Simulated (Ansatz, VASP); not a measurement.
B: VASP beside Ansatz

The input INCAR:

```
SYSTEM = B
PREC     = Accurate       ! precision mode
ENCUT    = 600            ! plane-wave cutoff, eV
EDIFF    = 1E-6           ! SCF threshold, eV
ISMEAR   = 0              ! smearing method
SIGMA    = 0.1            ! smearing width, eV
LREAL    = .False.        ! projectors in reciprocal space
LASPH    = .True.         ! aspherical terms in the spheres
NELM     = 60             ! most SCF steps
ALGO     = Normal         ! electronic algorithm
ISIF     = 3              ! what is computed and relaxed
LWAVE    = .False.        ! write WAVECAR
LCHARG   = .False.        ! write CHGCAR
GGA      = PE             ! functional
IBRION   = 2              ! ionic algorithm
NSW      = 90             ! ionic steps
EDIFFG   = -0.04          ! ionic threshold
```

The input KPOINTS:

```
regular mesh
0
Gamma
  8 8 8
  0 0 0
```

The input POSCAR:

```
B
1.0
    0.0000000000      1.9980803089      1.9980803089
    1.9980803089      0.0000000000      1.9980803089
    1.9980803089      1.9980803089      0.0000000000
B
2
Direct
    0.5000000000      0.5000000000      0.5000000000
    0.7500000000      0.7500000000      0.7500000000
```

Input for Ansatz:

```yaml
crystal:
  lattice:
    - [0.0, 1.9980803089, 1.9980803089]
    - [1.9980803089, 0.0, 1.9980803089]
    - [1.9980803089, 1.9980803089, 0.0]
  atoms:
    - { symbol: B, position: [0.5, 0.5, 0.5] }
    - { symbol: B, position: [0.75, 0.75, 0.75] }
basis:
  ecutwfc: 420
kpoints:
  mp_grid: { grid: [8, 8, 8] }
hamiltonian:
  xc: pbe
scf:
  occupations: { method: gaussian, width: 0.1 }
  lower_state_search: "off"
output:
  forces: true
  stress: true
  eigenvalues: true
relax:
  adjacent_minimum: "off"
  f_tol: 0.04
  max_steps: 70
  cell: { stress_tol: 0.4 }
```

Alike in both runs: task relaxation of cell and atoms; functional PBE; k mesh 8 × 8 × 8; occupations gaussian, width 0.1 eV; no spin polarisation.

|  | VASP | Ansatz |
| --- | --- | --- |
| version | VASP 6.6.1 | Ansatz 0.2.0 |
| potentials or method | VASP PAW PBE potentials, release 64 (B), cutoff 600 eV | scalar-relativistic, plane waves, PAW |
| valence electrons in the cell | 6 | 6 |

|  | VASP | Ansatz | Ansatz less VASP |
| --- | --- | --- | --- |
| gap on the k mesh at the Fermi level, each at its own relaxed structure (eV) | none | none | - |
| relaxed volume (Å³/atom) | 8.31 | 8.30 | -0.011 |
| relaxed cell length with the largest relative difference (Å) | 2.865 | 2.863 | -0.0012 |

A gap of «none» marks a metal or a gap that the smearing closes.
